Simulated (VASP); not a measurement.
Input of a VASP 6.6.1 run:

File INCAR:

```
SYSTEM = P
PREC     = Accurate       ! precision mode
ENCUT    = 520            ! plane-wave cutoff, eV
EDIFF    = 1E-6           ! SCF threshold, eV
ISMEAR   = 0              ! smearing method
SIGMA    = 0.1            ! smearing width, eV
LREAL    = .FALSE.        ! projectors in reciprocal space
LASPH    = .TRUE.         ! aspherical terms in the spheres
NELM     = 80             ! most SCF steps
ALGO     = Normal         ! electronic algorithm
ISIF     = 2              ! what is computed and relaxed
LWAVE    = .FALSE.        ! write WAVECAR
LCHARG   = .FALSE.        ! write CHGCAR
GGA      = PE             ! functional
IVDW     = 12             ! dispersion correction
NBANDS   = 18             ! bands
```

The input KPOINTS:

```
regular mesh
0
G
  12 12 8
  0 0 0
```

The input POSCAR:

```
P
1.0
    1.6603629798     -5.0871519482      0.0000000000
    1.6603629798      5.0871519482      0.0000000000
    0.0000000000      0.0000000000      4.1652865537
P
4
Direct
    0.8933789457      0.1066210543      0.0718229999
    0.6066210543      0.3933789457      0.5718229999
    0.1066210543      0.8933789457      0.9281770001
    0.3933789457      0.6066210543      0.4281770001
```

Potentials or basis: VASP PAW PBE potentials, release 64 (P).

Run with:

```sh
$ cat potpaw_PBE.64/P/POTCAR > POTCAR
$ mpirun -np 1 vasp_std > vasp.out
```

Question: Predict the band gap on the k mesh.

Answer: Zero (bands 10 and 11 overlap by 0.18 eV).

Question: What does it give for the pressure?

Answer: -0.3 GPa.

Forces in eV/Å, atoms in the order of the input:
```
P    0.000 -0.049  0.045
P    0.000  0.049  0.045
P    0.000  0.049 -0.045
P    0.000 -0.049 -0.045
```
